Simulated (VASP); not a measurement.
Y3Mg, 4 atoms in the cell. It takes space group Fm-3m (No. 225, cubic). Conventional cell: a = 7.591 Å, b = 7.591 Å, c = 7.591 Å, α = 90.00°, β = 90.00°, γ = 90.00°. Within 4.3 Å of Y (site symmetry m-3m) lie 8 Y at 3.29 Å and 6 Mg at 3.80 Å. Within 4.3 Å of Y (site symmetry -43m) lie 10 Y at 3.29 to 3.80 Å and 4 Mg at 3.29 Å. Mg (site symmetry m-3m) has 14 Y at 3.29 to 3.80 Å within 4.3 Å. 

- Program: VASP 6.6.1
- Task: single point
- Functional: BLYP
- Dispersion: D3(BJ)
- Potentials or basis: VASP PAW PBE potentials, release 64 (Y_sv, Mg)
- Cutoff: 520 eV
- k mesh: 5 × 5 × 5
- Occupations: methfessel-paxton, width 0.1 eV
- Spin: no spin polarisation
- Dipole correction: no
- Further INCAR settings: ALGO = Normal; EDIFF = 1e-06; NBANDS = 26

Potentials or basis: VASP PAW PBE potentials, release 64 (Y_sv, Mg).

Run with:

```console
$ cat potpaw_PBE.64/Y_sv/POTCAR potpaw_PBE.64/Mg/POTCAR > POTCAR
$ mpirun -np 1 vasp_std > vasp.out
```

Hardware: 1 thread of Intel Xeon 6975P-C, on a shared host.

Task: How long does it take, and how much memory?

Result: Run time: 65 s on 1 thread of Intel Xeon 6975P-C, with other jobs on the host, peak memory 0.26 GiB. Counts: scf iterations 14, k points 10.
